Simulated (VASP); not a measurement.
# Au (Im-3m) in VASP: notebook

Runs on Au. Level: PBE. Tasks: single point, relaxation of cell and atoms.

All numbers are computed with VASP 6.6.1; they aren't measurements. Logs are shortened: lines on timing, memory, paths and dates and some standing lists are left out, and cuts for length are marked.

**1. The cell of the first run**

It takes space group Im-3m (No. 229, cubic). Conventional cell: a = 3.076 Å, b = 3.076 Å, c = 3.076 Å, α = 90.00°, β = 90.00°, γ = 90.00°. Au (site symmetry m-3m) has 14 Au at 2.66 to 3.08 Å within 3.5 Å.

This isn't the form of Au at room conditions, which is fcc.

**2. Single point, PBE**

Contents of INCAR:

```
ALGO = Normal
EDIFF = 1E-6
ENCUT = 520
GGA = PE
ISIF = 2
ISMEAR = -1
LASPH = True
LCHARG = False
LREAL = False
LWAVE = False
NBANDS = 12
NELM = 60
PREC = Accurate
SIGMA = 0.1
```

Contents of KPOINTS:

```
k-points
0
Gamma
  18 18 18
```

Contents of POSCAR:

```
Au
1.0
   -1.5378527221      1.5378527221      1.5378527221
    1.5378527221     -1.5378527221      1.5378527221
    1.5378527221      1.5378527221     -1.5378527221
Au
1
Direct
    0.0000000000      0.0000000000      0.0000000000
```

Potentials or basis: VASP PAW PBE potentials, release 64 (Au).

Launch:

```console
> cat potpaw_PBE.64/Au/POTCAR > POTCAR
> mpirun -np 1 vasp_std > vasp.out
```

OUTCAR:

```text
EDIFF = 1E-6
   ENCUT = 520
   GGA = PE
   ISIF = 2
   ISMEAR = -1
   LASPH = True
   LREAL = False
   NELM = 60
   PREC = Accurate

 ion  position               nearest neighbor table
   1  0.000  0.000  0.000-

  LATTYP: Found a body centered cubic cell.
 ALAT       =     3.0757054442

  Lattice vectors:

 A1 = (  -1.5378527221,   1.5378527221,   1.5378527221)
 A2 = (   1.5378527221,  -1.5378527221,   1.5378527221)
 A3 = (   1.5378527221,   1.5378527221,  -1.5378527221)

Analysis of symmetry for initial positions (statically):
=====================================================================
 Subroutine PRICEL returns:
 Original cell was already a primitive cell.

 Routine SETGRP: Setting up the symmetry group for a
 body centered cubic supercell.

 Subroutine GETGRP returns: Found 48 space group operations
 (whereof 48 operations were pure point group operations)
 out of a pool of 48 trial point group operations.

The static configuration has the point symmetry O_h .

Analysis of symmetry for dynamics (positions and initial velocities):
=====================================================================
 Subroutine PRICEL returns:
 Original cell was already a primitive cell.

 Routine SETGRP: Setting up the symmetry group for a
 body centered cubic supercell.

 Subroutine GETGRP returns: Found 48 space group operations
 (whereof 48 operations were pure point group operations)
 out of a pool of 48 trial point group operations.

The dynamic configuration has the point symmetry O_h .

 Subroutine INISYM returns: Found 48 space group operations
 (whereof 48 operations are pure point group operations),
 and found     1 'primitive' translations

----------------------------------------------------------------------------------------

                                     Primitive cell

  volume of cell :      14.5480

  direct lattice vectors                    reciprocal lattice vectors
    -1.537852722  1.537852722  1.537852722     0.000000000  0.325128663  0.325128663
     1.537852722 -1.537852722  1.537852722     0.325128663  0.000000000  0.325128663
     1.537852722  1.537852722 -1.537852722     0.325128663  0.325128663  0.000000000

  length of vectors
     2.663639049  2.663639049  2.663639049     0.459801365  0.459801365  0.459801365

  position of ions in fractional coordinates (direct lattice)
     0.000000000  0.000000000  0.000000000

  ion indices of the primitive-cell ions
   primitive index   ion index
                 1           1

----------------------------------------------------------------------------------------

 KPOINTS: k-points

Automatic generation of k-mesh.
 Grid dimensions read from file:
 generate k-points for:   18   18   18

 Generating k-lattice:

  Cartesian coordinates                     Fractional coordinates (reciprocal lattice)
     0.000000000  0.018062704  0.018062704     0.055555556  0.000000000  0.000000000
     0.018062704  0.000000000  0.018062704     0.000000000  0.055555556  0.000000000
     0.018062704  0.018062704  0.000000000     0.000000000  0.000000000  0.055555556

  Length of vectors
     0.025544520  0.025544520  0.025544520

  Shift w.r.t. Gamma in fractional coordinates (k-lattice)
     0.000000000  0.000000000  0.000000000

 Subroutine IBZKPT returns following result:
 ===========================================

 Found    195 irreducible k-points:

 Following reciprocal coordinates:
            Coordinates               Weight
  0.000000  0.000000  0.000000      1.000000
  0.055556  0.000000  0.000000     12.000000
  0.111111  0.000000  0.000000     12.000000
  0.166667  0.000000  0.000000     12.000000
  0.222222  0.000000  0.000000     12.000000
  0.277778  0.000000  0.000000     12.000000
[... 16 lines left out ...]
  0.333333  0.111111 -0.000000     48.000000
  0.388889  0.111111  0.000000     48.000000
 [... further k-points ...]
   k-points           NKPTS =    195   k-points in BZ     NKDIM =    195   number of bands    NBANDS=     12
   number of dos      NEDOS =    301   number of ions     NIONS =      1
   total plane-waves  NPLWV =   8000
   dimension x,y,z NGX =    20 NGY =   20 NGZ =   20
   dimension x,y,z NGXF=    40 NGYF=   40 NGZF=   40
   ions per type =               1
   NGX,Y,Z   is equivalent  to a cutoff of  12.48, 12.48, 12.48 a.u.
   NGXF,Y,Z  is equivalent  to a cutoff of  24.97, 24.97, 24.97 a.u.
 SYSTEM =  unknown system
   PREC   = accura    normal or accurate (medium, high low for compatibility)
   ISTART =      0    job   : 0-new  1-cont  2-samecut
   ICHARG =      2    charge: 1-file 2-atom 10-const
   ISPIN  =      1    spin polarized calculation?
   LNONCOLLINEAR =      F non collinear calculations
   LSORBIT =      F    spin-orbit coupling
   LASPH  =      T    aspherical Exc in radial PAW
   ENCUT  =  520.0 eV  38.22 Ry    6.18 a.u.   4.95  4.95  4.95*2*pi/ulx,y,z
   NELM   =     60;   NELMIN=  2; NELMDL= -5     # of ELM steps
   EDIFF  = 0.1E-05   stopping-criterion for ELM
   LREAL  =      F    real-space projection
[... 7 lines left out ...]
   TEBEG  =    0.0;   TEEND  =   0.0 temperature during run
   PSTRESS=    0.0 pullay stress
   NELECT =      11.0000    total number of electrons
   NUPDOWN=      -1.0000    fix difference up-down
   EMIN   =  10.00;   EMAX   =-10.00  energy-range for DOS
   EFERMI =   0.00;   METHOD = LEGACY
   ISMEAR =    -1;   SIGMA  =   0.10  broadening in eV -4-tet -1-fermi 0-gaus
   EFERMI_NEDOS =   21; number of points for ismear=-14 and -15
   IALGO  =     38    algorithm
   IMIX   =      4    mixing-type and parameters
     AMIX     =   0.40;   BMIX     =  1.00
     AMIX_MAG =   1.60;   BMIX_MAG =  1.00
  volume/ion in A,a.u.               =      14.55        98.17
  Fermi-wavevector in a.u.,A,eV,Ry     =   1.491435  2.818403 30.264503  2.224378
  Thomas-Fermi vector in A             =   2.604090
   LORBIT       =      0    0 simple, 1 ext, 2 COOP (PROOUT), +10 PAW based schemes
   GGA     = PE    functional components
   LHFCALC =     F    Hartree Fock is set to
   AEXX    =    0.0000 exact exchange contribution
   IVDW    =     0    specifies the selected vdW correction
   LEPSILON=     F    determine dielectric tensor
   LRPA    =     F    only Hartree local field effects (RPA)
 non-spin polarized calculation
  energy-cutoff  :      520.00
  volume of cell :       14.55
 maximum number of plane-waves:       405
   NGX =  9   NGY =  9   NGZ =  9

 number of electron      11.0000003 magnetization

 Free energy of the ion-electron system (eV)
  ---------------------------------------------------
  ext. energy  EPLUGINS =         0.00000000
  ---------------------------------------------------
  free energy    TOTEN  =        -2.74154126 eV

  energy without entropy =       -2.73541441  energy(sigma->0) =       -2.73847784

 E-fermi :  12.4186     XC(G=0): -13.6871

 val. band max:       12.3658959265   @ k =   0.3889   0.0556   0.0556
 cond. band min:      12.4499324519   @ k =  -0.3333   0.3333   0.3333
 fundamental gap:      0.0840365255
 Fermi energy:        12.4185649482

 k-point     1 :       0.0000    0.0000    0.0000
  band No.  band energies     occupation
      1       0.7143      2.00000
      2       6.5016      2.00000
      3       6.5016      2.00000
      4       6.5016      2.00000
      5       8.9858      2.00000
      6       8.9858      2.00000
      7      28.7651      0.00000
      8      28.7651      0.00000
      9      28.7651      0.00000
     10      39.2218      0.00000
     11      39.2218      0.00000
     12      39.7816      0.00000

 k-point     2 :       0.0556    0.0000    0.0000
  band No.  band energies     occupation
      1       0.8469      2.00000
      2       6.4522      2.00000
      3       6.5036      2.00000
      4       6.6048      2.00000
      5       8.9223      2.00000
      6       8.9892      2.00000
      7      28.8249      0.00000
      8      28.8568      0.00000
      9      28.9556      0.00000
     10      37.3072      0.00000
     11      37.8913      0.00000
     12      39.3913      0.00000

 k-point     3 :       0.1111    0.0000    0.0000
  band No.  band energies     occupation
      1       1.2331      2.00000
      2       6.3126      2.00000
      3       6.5036      2.00000
      4       6.9094      2.00000
      5       8.7693      2.00000
      6       9.0008      2.00000
      7      28.9131      0.00000
      8      28.9633      0.00000
      9      29.5137      0.00000
     10      35.6024      0.00000
     11      35.9584      0.00000
     12      38.2443      0.00000

 k-point     4 :       0.1667    0.0000    0.0000
  band No.  band energies     occupation
      1       1.8302      2.00000
      2       6.1057      2.00000
      3       6.4994      2.00000
      4       7.4001      2.00000
      5       8.6180      2.00000
      6       9.0242      2.00000
      7      28.5032      0.00000
      8      28.7456      0.00000
      9      30.4006      0.00000
     10      34.5351      0.00000
     11      34.6894      0.00000
     12      36.5039      0.00000

 k-point     5 :       0.2222    0.0000    0.0000
  band No.  band energies     occupation
      1       2.5378      2.00000
      2       5.8628      2.00000
      3       6.5523      2.00000
      4       8.0486      2.00000
      5       8.5538      2.00000
      6       9.0625      2.00000
      7      26.9314      0.00000
      8      28.0811      0.00000
      9      31.5551      0.00000
     10      34.2582      0.00000
     11      34.4591      0.00000
     12      34.8379      0.00000

 k-point     6 :       0.2778    0.0000    0.0000
  band No.  band energies     occupation
      1       3.1571      2.00000
      2       5.6160      2.00000
      3       6.8590      2.00000
      4       8.6020      2.00000
      5       8.8087      2.00000
      6       9.1151      2.00000
      7      24.6503      0.00000
      8      27.1099      0.00000
      9      32.3766      0.00000
     10      32.8918      0.00000
     11      34.6969      0.00000
     12      35.8719      0.00000

 k-point     7 :       0.3333    0.0000    0.0000
  band No.  band energies     occupation
      1       3.4810      2.00000
      2       5.3940      2.00000
      3       7.6229      2.00000
      4       8.7512      2.00000
      5       9.1765      2.00000
      6       9.6095      2.00000
      7      22.1887      0.00000
      8      26.1466      0.00000
      9      30.4622      0.00000
     10      34.2922      0.00000
     11      35.2947      0.00000
     12      37.4855      0.00000

 k-point     8 :       0.3889    0.0000    0.0000
  band No.  band energies     occupation
      1       3.5424      2.00000
      2       5.2194      2.00000
      3       8.5133      2.00000
      4       9.2207      2.00000
      5       9.2358      2.00000
      6      10.3465      2.00000
      7      19.8326      0.00000
      8      25.3727      0.00000
      9      28.8938      0.00000
     10      35.5858      0.00000
     11      35.7926      0.00000
     12      37.4519      0.00000
[... 166 lines left out ...]
 k-point    20 :       0.1667    0.1111   -0.0000
  band No.  band energies     occupation
      1       2.8730      2.00000
      2       5.9287      2.00000
      3       6.1976      2.00000
      4       8.4065      2.00000
      5       8.5319      2.00000
      6       9.1833      2.00000
      7      26.9235      0.00000
      8      27.8015      0.00000
      9      30.8833      0.00000
     10      31.4284      0.00000
     11      35.2210      0.00000
     12      37.6883      0.00000

 k-point    21 :       0.2222    0.1111    0.0000
  band No.  band energies     occupation
      1       3.4998      2.00000
      2       5.6906      2.00000
      3       6.3693      2.00000
      4       8.4460      2.00000
      5       9.1921      2.00000
      6       9.4747      2.00000
      7      24.6202      0.00000
      8      26.8977      0.00000
      9      29.9359      0.00000
     10      32.1253      0.00000
     11      36.2198      0.00000
     12      37.6942      0.00000

 k-point    22 :       0.2778    0.1111    0.0000
  band No.  band energies     occupation
      1       3.8255      2.00000
      2       5.4766      2.00000
      3       6.9265      2.00000
      4       8.5857      2.00000
      5       9.2990      2.00000
      6      10.4337      2.00000
      7      22.1695      0.00000
      8      25.9792      0.00000
      9      28.7200      0.00000
     10      33.3101      0.00000
     11      37.0664      0.00000
     12      37.5409      0.00000

 k-point    23 :       0.3333    0.1111   -0.0000
  band No.  band energies     occupation
      1       3.8725      2.00000
      2       5.3135      2.00000
      3       7.6959      2.00000
      4       8.7616      2.00000
      5       9.4553      2.00000
      6      11.4921      1.99981
      7      19.8215      0.00000
      8      25.2140      0.00000
      9      27.6456      0.00000
     10      34.4526      0.00000
     11      36.9210      0.00000
     12      37.7037      0.00000

 k-point    24 :       0.3889    0.1111    0.0000
  band No.  band energies     occupation
      1       3.8281      2.00000
      2       5.2122      2.00000
      3       8.2692      2.00000
      4       8.8209      2.00000
      5       9.7963      2.00000
      6      12.5607      0.38876
      7      17.8264      0.00000
      8      24.6998      0.00000
      9      26.8978      0.00000
     10      35.3395      0.00000
     11      36.3953      0.00000
     12      38.0077      0.00000

 [... further k-points ...]

------------------------ aborting loop because EDIFF is reached ----------------------------------------

  FORCE on cell =-STRESS in cart. coord.  units (eV):
  Direction    XX          YY          ZZ          XY          YZ          ZX
  --------------------------------------------------------------------------------------
  -------------------------------------------------------------------------------------
  Total        4.9466325      4.9466325      4.9466325     -0.0000000     -0.0000000     -0.0000000
  in kB      544.7735334    544.7735334    544.7735334     -0.0000000     -0.0000000     -0.0000000
  external PRESSURE =     544.7735334 kB  Pullay stress =       0.0000000 kB

 VOLUME and BASIS-vectors are now :
 -----------------------------------------------------------------------------
  energy-cutoff  :      520.00
  volume of cell :       14.55
      direct lattice vectors                 reciprocal lattice vectors
    -1.537852722  1.537852722  1.537852722     0.000000000  0.325128663  0.325128663
     1.537852722 -1.537852722  1.537852722     0.325128663  0.000000000  0.325128663
     1.537852722  1.537852722 -1.537852722     0.325128663  0.325128663  0.000000000

 POSITION                                       TOTAL-FORCE (eV/Angst)
 -----------------------------------------------------------------------------------
      0.00000      0.00000      0.00000         0.000000     -0.000000     -0.000000
 -----------------------------------------------------------------------------------
    total drift:                                0.000000     -0.000000      0.000000

  FREE ENERGIE OF THE ION-ELECTRON SYSTEM (eV)
  ---------------------------------------------------
  free  energy   TOTEN  =        -2.7415412611 eV

  energy  without entropy=       -2.7354144150  energy(sigma->0) =       -2.73847784
```

Wall time 14 s (1 thread of AMD EPYC 9R45 (Zen 5), shared host); peak memory 0.12 GiB.

Results:

* Free energy: -2.7415 eV
* Pressure: 54.5 GPa
* Band gap on the k mesh: zero (an odd number of electrons rules out a gap without spin polarisation)

Caveat: the cell stands under pressure; spin-orbit coupling is left out, which moves the levels of the heavy elements.

**3. Single point, PBE**

Contents of INCAR:

```
PREC     = Accurate       # precision mode
ENCUT    = 520            # plane-wave cutoff, eV
EDIFF    = 1E-7           # SCF threshold, eV
ISMEAR   = -1             # smearing method
SIGMA    = 0.1            # smearing width, eV
LREAL    = False          # projectors in reciprocal space
LASPH    = True           # aspherical terms in the spheres
NELM     = 100            # most SCF steps
ALGO     = Normal         # electronic algorithm
ISIF     = 2              # what is computed and relaxed
LWAVE    = False          # write WAVECAR
LCHARG   = False          # write CHGCAR
GGA      = PE             # functional
NBANDS   = 12             # bands
```

Contents of KPOINTS:

```
regular mesh
0
Gamma
  18 18 18
```

Contents of POSCAR:

```
Au
1.0
   -1.5377744869      1.5377744869      1.5377744869
    1.5377744869     -1.5377744869      1.5377744869
    1.5377744869      1.5377744869     -1.5377744869
Au
1
Direct
    0.0000000000      0.0000000000      0.0000000000
```

Potentials or basis: VASP PAW PBE potentials, release 64 (Au).

Launch:

```console
> cat potpaw_PBE.64/Au/POTCAR > POTCAR
> mpirun -np 1 vasp_std > vasp.out
```

Run time: 15 s. Hardware: 1 thread of AMD EPYC 9R45 (Zen 5), shared host; peak memory 0.12 GiB.

Results (log left out):

| Property | Result |
| --- | --- |
| Free energy | -2.7408 eV |
| Pressure | 54.5 GPa |
| Band gap on the k mesh | zero (an odd number of electrons rules out a gap without spin polarisation) |

Levels at points of the mesh, in eV from the Fermi level:
```csv
k point,band 3,band 4,band 5,band 6,band 7,band 8,band 9,band 10
"(0.00, 0.00, 0.00)",-5.92,-5.92,-3.43,-3.43,16.35,16.35,16.35,26.80
"(0.50, 0.00, 0.00)",-3.59,-3.12,-1.41,-1.34,4.60,12.29,15.06,23.67
"(0.50, 0.50, 0.50)",-1.86,-1.86,-1.86,6.42,6.42,6.42,11.79,17.93
```

Caveat: the cell stands under pressure; spin-orbit coupling is left out, which moves the levels of the heavy elements.

(Continued in part 2 of 2.)
